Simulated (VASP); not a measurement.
Wanted: the native input for a VASP 6.6.1 run.

* Task: single point
* Functional: PBE
* Potentials or basis: VASP PAW PBE potentials, release 64 (Hf_pv)
* Cutoff: 520 eV
* k mesh: 17 × 17 × 17
* Occupations: fermi-dirac, width 0.08 eV
* Spin: no spin polarisation
* Dipole correction: no
* Further INCAR settings: ALGO = Normal; EDIFF = 1e-06; NBANDS = 11

The structure of Hf lies in POSCAR:

```
Hf
1.0
   -1.4535096590      1.4535096590      1.4535096590
    1.4535096590     -1.4535096590      1.4535096590
    1.4535096590      1.4535096590     -1.4535096590
Hf
1
Direct
    0.0000000000      0.0000000000      0.0000000000
```

This cell differs from its parent crystal: volume scaled by 0.55, level accurate.

These files were run (other wordings do the same):

INCAR

```
  ALGO = Normal
  EDIFF = 1E-6
  ENCUT = 520
  GGA = PE
  ISIF = 2
  ISMEAR = -1
  LASPH = T
  LCHARG = T
  LELF = T
  LREAL = F
  LVHAR = T
  LWAVE = F
  NBANDS = 11
  NELM = 60
  PREC = Accurate
  SIGMA = 0.08
```

KPOINTS

```
k-points
0
Gamma
  17 17 17
```

Potentials or basis: VASP PAW PBE potentials, release 64 (Hf_pv).

Command:

```console
$ cat potpaw_PBE.64/Hf_pv/POTCAR > POTCAR
$ mpirun -np 1 vasp_std > vasp.out
```

Results of the run:

```yaml
Pressure: 163.5 GPa
Band_gap_on_the_k_mesh: zero (band 5 reaches 11.13 eV, above the bottom of band 6 at 8.45 eV)
```

Caveat: spin-orbit coupling is left out, which moves the levels of the heavy elements.

Wall time 16 s on 1 thread of Intel Xeon 6975P-C (shared host), peak memory 0.14 GiB.
